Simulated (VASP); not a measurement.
# SnSe (Pnma) in VASP: single point with PBE+D3(BJ)

Aim: the single point of SnSe with PBE+D3(BJ).

All numbers are computed with VASP 6.6.1; they aren't measurements. Logs are shortened: lines on timing, memory, paths and dates and some standing lists are left out, and cuts for length are marked.

**Experimental background.**

From “Linear dichroism of the optical properties of SnS and SnSe van der Waals crystals”, 2024, arxiv:2409.17412, for a bulk crystal of SnSe at 300 K: band gap 0.89 eV (indirect).

The runs below are set against these values where they give the same quantity.

### Step 1. The cell of the first run

It takes space group Pnma (No. 62, orthorhombic). Conventional cell: a = 11.541 Å, b = 4.175 Å, c = 4.378 Å, α = 90.00°, β = 90.00°, γ = 90.00°. Sn (site symmetry m) has 6 Se at 2.76 to 3.47 Å and 2 Sn at 3.54 Å within 3.6 Å. Within 3.6 Å of Se (site symmetry m) lie 6 Sn at 2.76 to 3.47 Å.

### Step 2. Single point, PBE+D3(BJ)

The input, INCAR:

```
SYSTEM = SnSe
ALGO     = Normal         ! electronic algorithm
EDIFF    = 1E-6           ! SCF threshold, eV
ENCUT    = 520            ! plane-wave cutoff, eV
GGA      = PE             ! functional
ISIF     = 2              ! what is computed and relaxed
ISMEAR   = -1             ! smearing method
IVDW     = 12             ! dispersion correction
LASPH    = .TRUE.         ! aspherical terms in the spheres
LCHARG   = .TRUE.         ! write CHGCAR
LELF     = .TRUE.         ! ELF
LREAL    = .FALSE.        ! projectors in reciprocal space
LVHAR    = .TRUE.       
LWAVE    = .FALSE.        ! write WAVECAR
NBANDS   = 50             ! bands
NELM     = 80             ! most SCF steps
PREC     = Accurate       ! precision mode
SIGMA    = 0.02           ! smearing width, eV
```

The input, KPOINTS:

```
k-points
0
G
  2 6 6
  0 0 0
```

The input, POSCAR:

```
SnSe
1.0
   11.5409843758      0.0000000000      0.0000000000
    0.0000000000      4.1747053044      0.0000000000
    0.0000000000      0.0000000000      4.3783147662
Sn Se
4 4
Direct
    0.1187740235      0.2500000000      0.0923510019
    0.3812259765      0.7500000000      0.5923510019
    0.6187740235      0.2500000000      0.4076489981
    0.8812259765      0.7500000000      0.9076489981
    0.3566783341      0.2500000000      0.0205843004
    0.1433216659      0.7500000000      0.5205843004
    0.8566783341      0.2500000000      0.4794156996
    0.6433216659      0.7500000000      0.9794156996
```

Potentials or basis: VASP PAW PBE potentials, release 64 (Sn_d, Se).

The run is started by

```sh
> cat potpaw_PBE.64/Sn_d/POTCAR potpaw_PBE.64/Se/POTCAR > POTCAR
> mpirun -np 1 vasp_std > vasp.out
```

OUTCAR:

```text
SYSTEM = SnSe
   EDIFF = 1E-6
   ENCUT = 520
   GGA = PE
   ISIF = 2
   ISMEAR = -1
   IVDW = 12
   LASPH = .TRUE.
   LREAL = .FALSE.
   NELM = 80
   PREC = Accurate
 IVDW          = 12

 ion  position               nearest neighbor table
   1  0.119  0.250  0.092-   5 2.76   6 2.82   6 2.82   6 3.27   6 3.27   4 3.54   4 3.54
   2  0.381  0.750  0.592-   6 2.76   5 2.82   5 2.82   5 3.27   5 3.27   3 3.54   3 3.54
   3  0.619  0.250  0.408-   7 2.76   8 2.82   8 2.82   8 3.27   8 3.27   2 3.54   2 3.54
   4  0.881  0.750  0.908-   8 2.76   7 2.82   7 2.82   7 3.27   7 3.27   1 3.54   1 3.54
   5  0.357  0.250  0.021-   1 2.76   2 2.82   2 2.82   2 3.27   2 3.27
   6  0.143  0.750  0.521-   2 2.76   1 2.82   1 2.82   1 3.27   1 3.27
   7  0.857  0.250  0.479-   3 2.76   4 2.82   4 2.82   4 3.27   4 3.27
   8  0.643  0.750  0.979-   4 2.76   3 2.82   3 2.82   3 3.27   3 3.27

  LATTYP: Found a simple orthorhombic cell.
 ALAT       =     4.1747053044
 B/A-ratio  =     1.0487721760
 C/A-ratio  =     2.7645027695

  Lattice vectors:

 A1 = (   0.0000000000,   4.1747053044,   0.0000000000)
 A2 = (   0.0000000000,   0.0000000000,   4.3783147662)
 A3 = (  11.5409843758,   0.0000000000,   0.0000000000)

Analysis of symmetry for initial positions (statically):
=====================================================================
 Subroutine PRICEL returns:
 Original cell was already a primitive cell.

 Routine SETGRP: Setting up the symmetry group for a
 simple orthorhombic supercell.

 Subroutine GETGRP returns: Found  8 space group operations
 (whereof  2 operations were pure point group operations)
 out of a pool of  8 trial point group operations.

The static configuration has the point symmetry S_2 .
 The point group associated with its full space group is D_2h.

Analysis of symmetry for dynamics (positions and initial velocities):
=====================================================================
 Subroutine PRICEL returns:
 Original cell was already a primitive cell.

 Routine SETGRP: Setting up the symmetry group for a
 simple orthorhombic supercell.

 Subroutine GETGRP returns: Found  8 space group operations
 (whereof  2 operations were pure point group operations)
 out of a pool of  8 trial point group operations.

The dynamic configuration has the point symmetry S_2 .
 The point group associated with its full space group is D_2h.

 Subroutine INISYM returns: Found  8 space group operations
 (whereof  2 operations are pure point group operations),
 and found     1 'primitive' translations

----------------------------------------------------------------------------------------

                                     Primitive cell

  volume of cell :     210.9481

  direct lattice vectors                    reciprocal lattice vectors
    11.540984376  0.000000000  0.000000000     0.086647721  0.000000000  0.000000000
     0.000000000  4.174705304  0.000000000     0.000000000  0.239537866  0.000000000
     0.000000000  0.000000000  4.378314766     0.000000000  0.000000000  0.228398380

  length of vectors
    11.540984376  4.174705304  4.378314766     0.086647721  0.239537866  0.228398380

  position of ions in fractional coordinates (direct lattice)
     0.118774024  0.250000000  0.092351002
     0.381225976  0.750000000  0.592351002
     0.618774024  0.250000000  0.407648998
     0.881225976  0.750000000  0.907648998
     0.356678334  0.250000000  0.020584300
     0.143321666  0.750000000  0.520584300
     0.856678334  0.250000000  0.479415700
     0.643321666  0.750000000  0.979415700

  ion indices of the primitive-cell ions
   primitive index   ion index
                 1           1
                 2           2
                 3           3
                 4           4
                 5           5
                 6           6
                 7           7
                 8           8

----------------------------------------------------------------------------------------

 KPOINTS: k-points

Automatic generation of k-mesh.
 Grid dimensions read from file:
 generate k-points for:    2    6    6

 Generating k-lattice:

  Cartesian coordinates                     Fractional coordinates (reciprocal lattice)
     0.043323861  0.000000000  0.000000000     0.500000000  0.000000000  0.000000000
     0.000000000  0.039922978  0.000000000     0.000000000  0.166666667  0.000000000
     0.000000000  0.000000000  0.038066397     0.000000000  0.000000000  0.166666667

  Length of vectors
     0.043323861  0.039922978  0.038066397

  Shift w.r.t. Gamma in fractional coordinates (k-lattice)
     0.000000000  0.000000000  0.000000000

 Subroutine IBZKPT returns following result:
 ===========================================

 Found     32 irreducible k-points:

 Following reciprocal coordinates:
            Coordinates               Weight
  0.000000  0.000000  0.000000      1.000000
  0.500000  0.000000  0.000000      1.000000
  0.000000  0.166667  0.000000      2.000000
  0.500000  0.166667  0.000000      2.000000
  0.000000  0.333333  0.000000      2.000000
  0.500000  0.333333  0.000000      2.000000
[... 16 lines left out ...]
  0.000000  0.500000  0.333333      2.000000
  0.500000  0.500000  0.333333      2.000000
 [... further k-points ...]
   k-points           NKPTS =     32   k-points in BZ     NKDIM =     32   number of bands    NBANDS=     50
   number of dos      NEDOS =    301   number of ions     NIONS =      8
   total plane-waves  NPLWV = 103680
   dimension x,y,z NGX =    90 NGY =   32 NGZ =   36
   dimension x,y,z NGXF=   180 NGYF=   64 NGZF=   72
   ions per type =               4   4
   NGX,Y,Z   is equivalent  to a cutoff of  12.96, 12.74, 13.67 a.u.
   NGXF,Y,Z  is equivalent  to a cutoff of  25.93, 25.49, 27.34 a.u.
 SYSTEM =  SnSe
   PREC   = accura    normal or accurate (medium, high low for compatibility)
   ISTART =      0    job   : 0-new  1-cont  2-samecut
   ICHARG =      2    charge: 1-file 2-atom 10-const
   ISPIN  =      1    spin polarized calculation?
   LNONCOLLINEAR =      F non collinear calculations
   LSORBIT =      F    spin-orbit coupling
   LASPH  =      T    aspherical Exc in radial PAW
   ENCUT  =  520.0 eV  38.22 Ry    6.18 a.u.  21.46  7.76  8.14*2*pi/ulx,y,z
   NELM   =     80;   NELMIN=  2; NELMDL= -5     # of ELM steps
   EDIFF  = 0.1E-05   stopping-criterion for ELM
   LREAL  =      F    real-space projection
   EDIFFG = 0.1E-04   stopping-criterion for IOM
   NSW    =      0    number of steps for IOM
   IBRION =     -1    ionic relax: 0-MD 1-quasi-New 2-CG
   NFREE  =      0    steps in history (QN), initial steepest desc. (CG)
   ISIF   =      2    stress and relaxation
   ISYM   =      2    0-nonsym 1-usesym 2-fastsym
   POTIM  = 0.5000    time-step for ionic-motion
   TEBEG  =    0.0;   TEEND  =   0.0 temperature during run
   PSTRESS=    0.0 pullay stress
   NELECT =      80.0000    total number of electrons
   NUPDOWN=      -1.0000    fix difference up-down
   EMIN   =  10.00;   EMAX   =-10.00  energy-range for DOS
   EFERMI =   0.00;   METHOD = LEGACY
   ISMEAR =    -1;   SIGMA  =   0.02  broadening in eV -4-tet -1-fermi 0-gaus
   EFERMI_NEDOS =   21; number of points for ismear=-14 and -15
   IALGO  =     38    algorithm
   IMIX   =      4    mixing-type and parameters
     AMIX     =   0.40;   BMIX     =  1.00
     AMIX_MAG =   1.60;   BMIX_MAG =  1.00
  volume/ion in A,a.u.               =      26.37       177.94
  Fermi-wavevector in a.u.,A,eV,Ry     =   1.184985  2.239297 19.105165  1.404190
  Thomas-Fermi vector in A             =   2.321188
   LORBIT       =      0    0 simple, 1 ext, 2 COOP (PROOUT), +10 PAW based schemes
   GGA     = PE    functional components
   LHFCALC =     F    Hartree Fock is set to
   AEXX    =    0.0000 exact exchange contribution
   IVDW    =    12    specifies the selected vdW correction
   LEPSILON=     F    determine dielectric tensor
   LRPA    =     F    only Hartree local field effects (RPA)
 non-spin polarized calculation
  energy-cutoff  :      520.00
  volume of cell :      210.95
 maximum number of plane-waves:      5716
 NGX is ok and might be reduce to    90
   NGX = 43   NGY = 15   NGZ = 17

 number of electron      79.9999990 magnetization

 Free energy of the ion-electron system (eV)
  ---------------------------------------------------
  ext. energy  EPLUGINS =         0.00000000
  ---------------------------------------------------
  free energy    TOTEN  =       -32.75973337 eV

  energy without entropy =      -32.75973316  energy(sigma->0) =      -32.75973327

 E-fermi :   5.8461     XC(G=0):  -9.7685

 val. band max:        5.6091263642   @ k =   0.0000   0.0000   0.3333
 cond. band min:       6.0838047191   @ k =   0.0000   0.3333   0.0000
 fundamental gap:      0.4746783549
 Fermi energy:         5.8461274413

 k-point     1 :       0.0000    0.0000    0.0000
  band No.  band energies     occupation
      1     -15.7826      2.00000
      2     -15.7710      2.00000
      3     -15.7684      2.00000
      4     -15.7659      2.00000
      5     -15.7645      2.00000
      6     -15.7610      2.00000
[... 42 lines left out ...]
     49      10.2272      0.00000
     50      10.3658      0.00000

 k-point     2 :       0.5000    0.0000    0.0000
  band No.  band energies     occupation
      1     -15.7771      2.00000
      2     -15.7771      2.00000
      3     -15.7681      2.00000
      4     -15.7681      2.00000
      5     -15.7632      2.00000
      6     -15.7632      2.00000
[... 42 lines left out ...]
     49      10.5781      0.00000
     50      10.5782      0.00000

 k-point     3 :       0.0000    0.1667    0.0000
  band No.  band energies     occupation
      1     -15.7763      2.00000
      2     -15.7686      2.00000
      3     -15.7666      2.00000
      4     -15.7650      2.00000
      5     -15.7634      2.00000
      6     -15.7634      2.00000
[... 1102 lines left out ...]
     49      10.4148      0.00000
     50      10.4148      0.00000

 k-point    24 :       0.5000    0.5000    0.3333
  band No.  band energies     occupation
      1     -15.7820      2.00000
      2     -15.7820      2.00000
      3     -15.7820      2.00000
      4     -15.7820      2.00000
      5     -15.7554      2.00000
      6     -15.7554      2.00000
[... 42 lines left out ...]
     49      11.3137      0.00000
     50      11.3137      0.00000

 [... further k-points ...]

------------------------ aborting loop because EDIFF is reached ----------------------------------------

 Edisp (eV)   -2.93418

 E8    (eV) :    -1.3238

  FORCE on cell =-STRESS in cart. coord.  units (eV):
  Direction    XX          YY          ZZ          XY          YZ          ZX
  --------------------------------------------------------------------------------------
  -------------------------------------------------------------------------------------
  Total       0.03120     0.01131     0.00232     0.00000     0.00000     0.00000
  in kB       0.23696     0.08587     0.01760     0.00000     0.00000     0.00000
  external pressure =        0.11 kB  Pullay stress =        0.00 kB

 VOLUME and BASIS-vectors are now :
 -----------------------------------------------------------------------------
  energy-cutoff  :      520.00
  volume of cell :      210.95
      direct lattice vectors                 reciprocal lattice vectors
    11.540984376  0.000000000  0.000000000     0.086647721  0.000000000  0.000000000
     0.000000000  4.174705304  0.000000000     0.000000000  0.239537866  0.000000000
     0.000000000  0.000000000  4.378314766     0.000000000  0.000000000  0.228398380

 POSITION                                       TOTAL-FORCE (eV/Angst)
 -----------------------------------------------------------------------------------
      1.37077      1.04368      0.40434        -0.012592     -0.000000     -0.007885
      4.39972      3.13103      2.59350         0.012592      0.000000     -0.007885
      7.14126      1.04368      1.78482        -0.012592     -0.000000      0.007885
     10.17022      3.13103      3.97397         0.012592     -0.000000      0.007885
      4.11642      1.04368      0.09012         0.007663      0.000000      0.008282
      1.65407      3.13103      2.27928        -0.007663      0.000000      0.008282
      9.88691      1.04368      2.09903         0.007663     -0.000000     -0.008282
      7.42457      3.13103      4.28819        -0.007663     -0.000000     -0.008282
 -----------------------------------------------------------------------------------
    total drift:                               -0.000000      0.000000     -0.000000

  FREE ENERGIE OF THE ION-ELECTRON SYSTEM (eV)
  ---------------------------------------------------
  free  energy   TOTEN  =       -35.6939099115 eV

  energy  without entropy=      -35.6939097047  energy(sigma->0) =      -35.69390981
```

Wall time 6 min (1 thread of Intel Xeon Platinum 8259CL at 2.50GHz (Skylake/Cascade Lake), shared host); peak memory 0.47 GiB.

What came out:

```yaml
Free_energy: -35.6939 eV
Pressure: 0.0 GPa
Largest_force: 0.015 eV/Å
Band_gap_on_the_k_mesh: 0.47 eV (least direct gap 0.57 eV)
Dispersion_energy_per_atom: -0.367 eV
```

Forces on the atoms (eV/Å):
```
Sn  -0.013  0.000 -0.008
Sn   0.013  0.000 -0.008
Sn  -0.013  0.000  0.008
Sn   0.013  0.000  0.008
Se   0.008  0.000  0.008
Se  -0.008  0.000  0.008
Se   0.008  0.000 -0.008
Se  -0.008  0.000 -0.008
```

Levels at points of the mesh, in eV from the valence-band top:
```
           k point  band 37  band 38  band 39  band 40  band 41  band 42  band 43  band 44
(0.00, 0.00, 0.00)    -1.65    -1.36    -0.71    -0.57     0.53     2.98     3.11     3.12
(0.50, 0.00, 0.00)    -1.94    -1.94    -0.59    -0.59     2.52     2.52     2.76     2.76
(0.00, 0.50, 0.00)    -1.01    -1.01    -0.65    -0.65     0.95     0.95     1.38     1.38
(0.50, 0.50, 0.00)    -0.91    -0.91    -0.91    -0.91     1.41     1.41     1.41     1.41
(0.00, 0.00, 0.50)    -0.79    -0.79    -0.27    -0.27     1.22     1.22     1.47     1.47
(0.50, 0.00, 0.50)    -0.47    -0.47    -0.23    -0.23     1.16     1.16     1.53     1.53
(0.00, 0.50, 0.50)    -2.34    -2.34    -1.55    -1.55     2.61     2.61     3.00     3.00
(0.50, 0.50, 0.50)    -1.62    -1.62    -1.62    -1.62     2.40     2.40     2.40     2.40
```

Caveat: spin-orbit coupling is left out, which moves the levels of the heavy elements.

### Step 3. Comparison with measurements

Step 2. Measured gap of SnSe: 0.89 eV (indirect; 300 K; “Linear dichroism of the optical properties of SnS and SnSe van der Waals crystals”, 2024, arxiv:2409.17412). This calculation gives 0.47 eV (-0.42 eV). 2 values of this kind are on record (0.89 to 0.99 eV); this one was drawn at random. Spin-orbit coupling on Se, Sn is left out. The value is that of PBE+D3(BJ) on a finite k mesh, which can miss the band edges, without temperature or zero-point motion. Semilocal functionals fall short of measured gaps as a rule.
